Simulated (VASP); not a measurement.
Input of a VASP 6.6.1 run:

The input INCAR:

```
PREC = Accurate
ENCUT = 520
EDIFF = 1E-6
ISMEAR = 0
SIGMA = 0.01
LREAL = False
LASPH = True
NELM = 100
ALGO = Normal
ISIF = 2
LWAVE = False
LCHARG = False
GGA = PE
NBANDS = 22
```

File KPOINTS:

```
Automatic mesh
0
Gamma
  4 4 2
```

Contents of POSCAR:

```
I
1.0
    3.6350300000     -2.3950200000      0.0000000000
    3.6350300000      2.3950200000      0.0000000000
    0.0000000000      0.0000000000      9.7934400000
I
4
Direct
    0.8507000000      0.1493000000      0.8844000000
    0.3507000000      0.6493000000      0.6156000000
    0.1493000000      0.8507000000      0.1156000000
    0.6493000000      0.3507000000      0.3844000000
```

Potentials or basis: VASP PAW PBE potentials, release 64 (I).

Run with:

```sh
$ cat potpaw_PBE.64/I/POTCAR > POTCAR
$ mpirun -np 1 vasp_std > vasp.out
```

Q: What does it give for the band gap on the k mesh?

A: 1.30 eV, indirect (least direct gap 1.41 eV).

Q: What does it give for the largest force?

A: 0.832 eV/Å.

Q: Predict the pressure.

A: 1.8 GPa.

Stress tensor (GPa, compression positive):
```
1.25 0.00 0.00
0.00 1.32 0.00
0.00 0.00 2.72
```

Caveat: spin-orbit coupling is left out, which moves the levels of the heavy elements. Expect the measured gap to be larger: semilocal functionals such as PBE lack the derivative discontinuity.
